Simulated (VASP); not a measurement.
# Pt (Fm-3m) in VASP: notebook

The runs below take Pt through single point, relaxation of cell and atoms, with LDA.

All numbers are computed with VASP 6.6.1; they aren't measurements. Logs are shortened: lines on timing, memory, paths and dates and some standing lists are left out, and cuts for length are marked.

### 1 The cell of the first run

Symmetry: Fm-3m, No. 225, cubic system. The conventional cell has a = 3.895 Å, b = 3.895 Å, c = 3.895 Å, α = 90.00°, β = 90.00°, γ = 90.00°. Pt (site symmetry m-3m) has 12 Pt at 2.75 Å within 3.6 Å.

### 2 Single point, LDA

INCAR

```
SYSTEM = Pt
PREC     = Accurate       ! precision mode
ENCUT    = 500            ! plane-wave cutoff, eV
EDIFF    = 1E-6           ! SCF threshold, eV
ISMEAR   = 0              ! smearing method
SIGMA    = 0.1            ! smearing width, eV
LREAL    = .False.        ! projectors in reciprocal space
LASPH    = .True.         ! aspherical terms in the spheres
NELM     = 120            ! most SCF steps
ALGO     = Normal         ! electronic algorithm
ISIF     = 2              ! what is computed and relaxed
LWAVE    = .False.        ! write WAVECAR
LCHARG   = .True.         ! write CHGCAR
LELF     = .True.         ! ELF
LVHAR    = .True.       
NBANDS   = 11             ! bands
GGA_COMPAT= .False.
```

KPOINTS

```
regular mesh
0
Gamma
  12 12 12
  0 0 0
```

POSCAR

```
Pt
1.0
    0.0000000000      1.9473301048      1.9473301048
    1.9473301048      0.0000000000      1.9473301048
    1.9473301048      1.9473301048      0.0000000000
Pt
1
Direct
    0.0000000000      0.0000000000      0.0000000000
```

Potentials or basis: VASP PAW LDA potentials, release 64 (Pt).

Started as:

```sh
cat potpaw_LDA.64/Pt/POTCAR > POTCAR
mpirun -np 1 vasp_std > vasp.out
```

OUTCAR:

```text
SYSTEM = Pt
   PREC = Accurate
   ENCUT = 500
   EDIFF = 1E-6
   ISMEAR = 0
   LREAL = .False.
   LASPH = .True.
   NELM = 120
   ISIF = 2

 ion  position               nearest neighbor table
   1  0.000  0.000  0.000-

  LATTYP: Found a face centered cubic cell.
 ALAT       =     3.8946602096

  Lattice vectors:

 A1 = (   0.0000000000,   1.9473301048,   1.9473301048)
 A2 = (   1.9473301048,   0.0000000000,   1.9473301048)
 A3 = (   1.9473301048,   1.9473301048,   0.0000000000)

Analysis of symmetry for initial positions (statically):
=====================================================================
 Subroutine PRICEL returns:
 Original cell was already a primitive cell.

 Routine SETGRP: Setting up the symmetry group for a
 face centered cubic supercell.

 Subroutine GETGRP returns: Found 48 space group operations
 (whereof 48 operations were pure point group operations)
 out of a pool of 48 trial point group operations.

The static configuration has the point symmetry O_h .

Analysis of symmetry for dynamics (positions and initial velocities):
=====================================================================
 Subroutine PRICEL returns:
 Original cell was already a primitive cell.

 Routine SETGRP: Setting up the symmetry group for a
 face centered cubic supercell.

 Subroutine GETGRP returns: Found 48 space group operations
 (whereof 48 operations were pure point group operations)
 out of a pool of 48 trial point group operations.

The dynamic configuration has the point symmetry O_h .

 Subroutine INISYM returns: Found 48 space group operations
 (whereof 48 operations are pure point group operations),
 and found     1 'primitive' translations

----------------------------------------------------------------------------------------

                                     Primitive cell

  volume of cell :      14.7689

  direct lattice vectors                    reciprocal lattice vectors
     0.000000000  1.947330105  1.947330105    -0.256761809  0.256761809  0.256761809
     1.947330105  0.000000000  1.947330105     0.256761809 -0.256761809  0.256761809
     1.947330105  1.947330105  0.000000000     0.256761809  0.256761809 -0.256761809

  length of vectors
     2.753940645  2.753940645  2.753940645     0.444724498  0.444724498  0.444724498

  position of ions in fractional coordinates (direct lattice)
     0.000000000  0.000000000  0.000000000

  ion indices of the primitive-cell ions
   primitive index   ion index
                 1           1
[... 72 lines left out ...]
   EDIFF  = 0.1E-05   stopping-criterion for ELM
   LREAL  =      F    real-space projection
   EDIFFG = 0.1E-04   stopping-criterion for IOM
   NSW    =      0    number of steps for IOM
   IBRION =     -1    ionic relax: 0-MD 1-quasi-New 2-CG
   NFREE  =      0    steps in history (QN), initial steepest desc. (CG)
   ISIF   =      2    stress and relaxation
   ISYM   =      2    0-nonsym 1-usesym 2-fastsym
   POTIM  = 0.5000    time-step for ionic-motion
   TEBEG  =    0.0;   TEEND  =   0.0 temperature during run
   PSTRESS=    0.0 pullay stress
   NELECT =      10.0000    total number of electrons
   NUPDOWN=      -1.0000    fix difference up-down
   EMIN   =  10.00;   EMAX   =-10.00  energy-range for DOS
   EFERMI =   0.00;   METHOD = LEGACY
   ISMEAR =     0;   SIGMA  =   0.10  broadening in eV -4-tet -1-fermi 0-gaus
   EFERMI_NEDOS =   21; number of points for ismear=-14 and -15
   IALGO  =     38    algorithm
   IMIX   =      4    mixing-type and parameters
     AMIX     =   0.40;   BMIX     =  1.00
     AMIX_MAG =   1.60;   BMIX_MAG =  1.00
  volume/ion in A,a.u.               =      14.77        99.67
  Fermi-wavevector in a.u.,A,eV,Ry     =   1.437558  2.716590 28.117417  2.066572
  Thomas-Fermi vector in A             =   2.556622
   LORBIT       =      0    0 simple, 1 ext, 2 COOP (PROOUT), +10 PAW based schemes
   GGA     = CA    functional components
   LHFCALC =     F    Hartree Fock is set to
   AEXX    =    0.0000 exact exchange contribution
   IVDW    =     0    specifies the selected vdW correction
   LEPSILON=     F    determine dielectric tensor
   LRPA    =     F    only Hartree local field effects (RPA)
 non-spin polarized calculation
 Gauss-broadening in eV      SIGMA  =   0.10
  energy-cutoff  :      500.00
  volume of cell :       14.77
 maximum number of plane-waves:       388
   NGX =  9   NGY =  9   NGZ =  9

 number of electron      10.0000000 magnetization

 Free energy of the ion-electron system (eV)
  ---------------------------------------------------
  ext. energy  EPLUGINS =         0.00000000
  ---------------------------------------------------
  free energy    TOTEN  =        -7.51192848 eV

  energy without entropy =       -7.50157997  energy(sigma->0) =       -7.50675423

 E-fermi :  11.5768     XC(G=0): -13.8074

 val. band max:       11.5723869896   @ k =  -0.4167   0.3333   0.0833
 cond. band min:      11.5774508484   @ k =   0.5000   0.4167   0.0833
 fundamental gap:      0.0050638589
 Fermi energy:        11.5768146667

 k-point     1 :       0.0000    0.0000    0.0000
  band No.  band energies     occupation
      1       1.0681      2.00000
      2       7.6101      2.00000
      3       7.6101      2.00000
      4       7.6101      2.00000
      5       9.8803      2.00000
      6       9.8803      2.00000
      7      26.1088      0.00000
      8      31.1499      0.00000
      9      31.1499      0.00000
     10      31.1499      0.00000
     11      36.6770      0.00000
[... 309 lines left out ...]
 k-point    24 :      -0.4167    0.1667    0.0000
  band No.  band energies     occupation
      1       4.8117      2.00000
      2       6.9554      2.00000
      3       8.2639      2.00000
      4       8.5567      2.00000
      5      11.2561      1.99999
      6      14.6325      0.00000
      7      17.7131      0.00000
      8      26.4651      0.00000
      9      28.5330      0.00000
     10      30.2306      0.00000
     11      38.6435      0.00000

 [... further k-points ...]
[... 5 lines left out ...]
  --------------------------------------------------------------------------------------
  -------------------------------------------------------------------------------------
  Total        0.0698508      0.0698508      0.0698508     -0.0000000     -0.0000000      0.0000000
  in kB        7.5776249      7.5776249      7.5776249     -0.0000000     -0.0000000      0.0000000
  external PRESSURE =       7.5776249 kB  Pullay stress =       0.0000000 kB

 VOLUME and BASIS-vectors are now :
 -----------------------------------------------------------------------------
  energy-cutoff  :      500.00
  volume of cell :       14.77
      direct lattice vectors                 reciprocal lattice vectors
     0.000000000  1.947330105  1.947330105    -0.256761809  0.256761809  0.256761809
     1.947330105  0.000000000  1.947330105     0.256761809 -0.256761809  0.256761809
     1.947330105  1.947330105  0.000000000     0.256761809  0.256761809 -0.256761809

 POSITION                                       TOTAL-FORCE (eV/Angst)
 -----------------------------------------------------------------------------------
      0.00000      0.00000      0.00000        -0.000000      0.000000     -0.000000
 -----------------------------------------------------------------------------------
    total drift:                                0.000000      0.000000      0.000000

  FREE ENERGIE OF THE ION-ELECTRON SYSTEM (eV)
  ---------------------------------------------------
  free  energy   TOTEN  =        -7.5119284843 eV

  energy  without entropy=       -7.5015799682  energy(sigma->0) =       -7.50675423
```

OSZICAR:

```text
N       E                     dE             d eps       ncg     rms          rms(c)
DAV:   1     0.387278506435E+02    0.38728E+02   -0.52285E+03  1616   0.819E+02
DAV:   2    -0.729615798520E+01   -0.46024E+02   -0.44158E+02  1845   0.176E+02
DAV:   3    -0.793919622322E+01   -0.64304E+00   -0.63741E+00  1808   0.201E+01
DAV:   4    -0.794167479798E+01   -0.24786E-02   -0.24784E-02  1865   0.146E+00
DAV:   5    -0.794169385776E+01   -0.19060E-04   -0.19059E-04  1842   0.117E-01    0.141E+01
DAV:   6    -0.756121980022E+01    0.38047E+00   -0.85191E-01  1707   0.731E+00    0.725E+00
DAV:   7    -0.751679216062E+01    0.44428E-01   -0.15288E-01  1830   0.293E+00    0.263E+00
DAV:   8    -0.751240024118E+01    0.43919E-02   -0.11031E-02  1731   0.969E-01    0.717E-01
DAV:   9    -0.751192402142E+01    0.47622E-03   -0.87851E-04  1755   0.260E-01    0.111E-02
DAV:  10    -0.751192819995E+01   -0.41785E-05   -0.75044E-06  1952   0.209E-02    0.367E-03
DAV:  11    -0.751192848430E+01   -0.28436E-06   -0.14166E-07  1020   0.359E-03
   1 F= -.75119285E+01 E0= -.75067542E+01  d E =-.103485E-01
```

stdout:

```text
POSCAR found type information on POSCAR Pt
 POSCAR found :  1 types and       1 ions
 scaLAPACK will be used
 LDA part: xc-table for (Slater(with rela. corr.)+CA(PZ))
 , standard interpolation
 POSCAR, INCAR and KPOINTS ok, starting setup
 FFT: planning ... GRIDC
 FFT: planning ... GRID_SOFT
 FFT: planning ... GRID
 WAVECAR not read
 entering main loop
```

It used 5.6 s of CPU time on 1 thread of Intel Xeon 6975P-C, with other jobs on the host.

What came out:

| Item | Value |
| --- | --- |
| Free energy | -7.5119 eV |
| Pressure | 0.8 GPa |
| Band gap on the k mesh | zero (band 5 reaches 12.08 eV, above the bottom of band 6 at 9.77 eV) |

Caveat: spin-orbit coupling is left out, which moves the levels of the heavy elements.

### 3 Relaxation of cell and atoms, LDA

This run uses another cell than the first one, of 15.41 Å³/atom, 1.043 times its volume.

INCAR

```
SYSTEM = Pt
PREC     = Accurate       ! precision mode
ENCUT    = 500            ! plane-wave cutoff, eV
EDIFF    = 1E-7           ! SCF threshold, eV
ISMEAR   = 0              ! smearing method
SIGMA    = 0.1            ! smearing width, eV
LREAL    = .FALSE.        ! projectors in reciprocal space
LASPH    = .TRUE.         ! aspherical terms in the spheres
NELM     = 120            ! most SCF steps
ALGO     = Normal         ! electronic algorithm
ISIF     = 3              ! what is computed and relaxed
LWAVE    = .FALSE.        ! write WAVECAR
LCHARG   = .FALSE.        ! write CHGCAR
IBRION   = 2              ! ionic algorithm
NSW      = 80             ! ionic steps
EDIFFG   = -0.003         ! ionic threshold
GGA_COMPAT= .FALSE.      
NELMIN   = 4
```

KPOINTS

```
regular mesh
0
G
  12 12 12
  0 0 0
```

POSCAR

```
Pt
1.0
    0.0000000000      1.9750000000      1.9750000000
    1.9750000000      0.0000000000      1.9750000000
    1.9750000000      1.9750000000      0.0000000000
Pt
1
Direct
    0.0000000000      0.0000000000      0.0000000000
```

Potentials or basis: VASP PAW LDA potentials, release 64 (Pt).

Started as:

```sh
cat potpaw_LDA.64/Pt/POTCAR > POTCAR
mpirun -np 1 vasp_std > vasp.out
```

OUTCAR:

```text
SYSTEM = Pt
   PREC = Accurate
   ENCUT = 500
   EDIFF = 1E-7
   ISMEAR = 0
   LREAL = .FALSE.
   LASPH = .TRUE.
   NELM = 120
   ISIF = 3
   IBRION = 2
   NSW = 80
   EDIFFG = -0.003
   NELMIN = 4

 ion  position               nearest neighbor table
   1  0.000  0.000  0.000-

  LATTYP: Found a face centered cubic cell.
 ALAT       =     3.9500000000

  Lattice vectors:

 A1 = (   0.0000000000,   1.9750000000,   1.9750000000)
 A2 = (   1.9750000000,   0.0000000000,   1.9750000000)
 A3 = (   1.9750000000,   1.9750000000,   0.0000000000)

Analysis of symmetry for initial positions (statically):
=====================================================================
 Subroutine PRICEL returns:
 Original cell was already a primitive cell.

 Routine SETGRP: Setting up the symmetry group for a
 face centered cubic supercell.

 Subroutine GETGRP returns: Found 48 space group operations
 (whereof 48 operations were pure point group operations)
 out of a pool of 48 trial point group operations.

[... 167 lines left out ...]
  --------------------------------------------------------------------------------------
  -------------------------------------------------------------------------------------
  Total       -1.0558956     -1.0558956     -1.0558956     -0.0000000     -0.0000000      0.0000000
  in kB     -109.7994771   -109.7994771   -109.7994771     -0.0000000     -0.0000000      0.0000000
  external PRESSURE =    -109.7994771 kB  Pullay stress =       0.0000000 kB
[... 197 lines left out ...]
--------------------------------------- Ionic step        7  -------------------------------------------

 number of electron      10.0000000 magnetization

 Free energy of the ion-electron system (eV)
  ---------------------------------------------------
  ext. energy  EPLUGINS =         0.00000000
  ---------------------------------------------------
  free energy    TOTEN  =        -7.51255404 eV

  energy without entropy =       -7.50219677  energy(sigma->0) =       -7.50737541

 E-fermi :  11.5286     XC(G=0): -13.7935

 val. band max:       11.5241291071   @ k =  -0.4167   0.3333   0.0833
 cond. band min:      11.5292442431   @ k =   0.5000   0.4167   0.0833
 fundamental gap:      0.0051151359
 Fermi energy:        11.5286442239

 k-point     1 :       0.0000    0.0000    0.0000
  band No.  band energies     occupation
      1       1.0475      2.00000
      2       7.5774      2.00000
      3       7.5774      2.00000
      4       7.5774      2.00000
      5       9.8386      2.00000
      6       9.8386      2.00000
      7      26.0685      0.00000
      8      31.0957      0.00000
      9      31.0957      0.00000
[... 265 lines left out ...]
 k-point    24 :      -0.4167    0.1667    0.0000
  band No.  band energies     occupation
      1       4.7873      2.00000
      2       6.9260      2.00000
      3       8.2293      2.00000
      4       8.5213      2.00000
      5      11.2092      1.99999
      6      14.5794      0.00000
      7      17.6485      0.00000
      8      26.4060      0.00000
      9      28.4728      0.00000

 [... further k-points ...]
[... 5 lines left out ...]
  --------------------------------------------------------------------------------------
  -------------------------------------------------------------------------------------
  Total       -0.0002949     -0.0002949     -0.0002949      0.0000000      0.0000000     -0.0000000
  in kB       -0.0319171     -0.0319171     -0.0319171      0.0000000      0.0000000     -0.0000000
  external PRESSURE =      -0.0319171 kB  Pullay stress =       0.0000000 kB
[... 16 lines left out ...]
  FREE ENERGIE OF THE ION-ELECTRON SYSTEM (eV)
  ---------------------------------------------------
  free  energy   TOTEN  =        -7.5125540441 eV

  energy  without entropy=       -7.5021967692  energy(sigma->0) =       -7.50737541

 reached required accuracy - stopping structural energy minimisation
```

Wall time 33 s (1 thread of Intel Xeon 6975P-C, shared host); peak memory 0.14 GiB.

What came out:

| Property | Result |
| --- | --- |
| Free energy | -7.5126 eV |
| Relaxed volume | 14.80 Å³/atom |
| Relaxed cell | a = 2.756 Å, b = 2.756 Å, c = 2.756 Å, α = 60.00°, β = 60.00°, γ = 60.00° |
| Space group after relaxing (to 0.05 Å) | Fm-3m (No. 225) |
| Energy gained by relaxing | 21.6 meV/atom |
| Ionic steps | 7 |
| Pressure after relaxing | 0.0 GPa |
| Band gap on the k mesh | zero (band 5 reaches 12.03 eV, above the bottom of band 6 at 9.73 eV) |

The path:
| step | energy change (eV) | largest force (eV/Å) | pressure (GPa) | volume (Å³) |
| --- | --- | --- | --- | --- |
| 1 | 0.0000 | 0.0000 | -10.98 | 15.41 |
| 2 | 0.1981 | 0.0000 | 48.72 | 13.17 |
| 3 | -0.0215 | 0.0000 | -0.54 | 14.83 |
| 4 | -0.0216 | 0.0000 | -0.10 | 14.81 |
| 5 | -0.0216 | 0.0000 | 0.14 | 14.80 |
| 6 | -0.0215 | 0.0000 | -0.34 | 14.82 |
| 7 | -0.0216 | 0.0000 | 0.00 | 14.80 |

Final structure:
```yaml
crystal:
  lattice:
    - [0.00000, 1.94889, 1.94889]
    - [1.94889, 0.00000, 1.94889]
    - [1.94889, 1.94889, 0.00000]
  atoms:
    - { symbol: Pt, position: [0.00000, 0.00000, 0.00000] }
```

Levels at points of the mesh, in eV from the Fermi level:
| k point | band 2 | band 3 | band 4 | band 5 | band 6 | band 7 | band 8 | band 9 |
| --- | --- | --- | --- | --- | --- | --- | --- | --- |
| (0.00, 0.00, 0.00) | -3.95 | -3.95 | -3.95 | -1.69 | -1.69 | 14.54 | 19.57 | 19.57 |
| (0.50, 0.00, 0.00) | -4.01 | -4.01 | -0.58 | 0.04 | 0.04 | 5.95 | 14.11 | 19.00 |
| (0.50, 0.50, 0.00) | -6.87 | 0.02 | 0.50 | 0.50 | 1.70 | 9.05 | 11.37 | 11.37 |

Caveat: spin-orbit coupling is left out, which moves the levels of the heavy elements.
